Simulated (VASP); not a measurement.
# In3As: single point with LDA

In3As:

```
As In
1.0
     0.00000    3.57456    3.57456
     3.57456    0.00000    3.57456
     3.57456    3.57456    0.00000
As In
1 3
Direct
  0.00000 0.00000 0.00000
  0.50000 0.50000 0.50000
  0.25000 0.25000 0.25000
  0.75000 0.75000 0.75000
```

| Item | Value |
| --- | --- |
| Program | VASP 6.6.1 |
| Task | single point |
| Functional | LDA |
| Potentials or basis | VASP PAW LDA potentials, release 64 (As, In_d) |
| Cutoff | 500 eV |
| k mesh | 5 × 5 × 5 |
| Occupations | gaussian, width 0.01 eV |
| Spin | no spin polarisation |

- Pressure: 0.1 GPa
- Band gap on the k mesh: zero (bands 22 and 23 overlap by 2.28 eV)

Levels at points of the mesh, in eV from the Fermi level:
| k point | band 20 | band 21 | band 22 | band 23 | band 24 | band 25 |
| --- | --- | --- | --- | --- | --- | --- |
| (0.00, 0.00, 0.00) | -2.12 | -2.02 | -0.29 | -0.29 | -0.29 | 0.73 |

Run time: 22 s on 1 thread of AMD EPYC 7R13 Processor (Zen 3), with other jobs on the host, peak memory 0.17 GiB.

Caveat: spin-orbit coupling is left out, which moves the levels of the heavy elements.
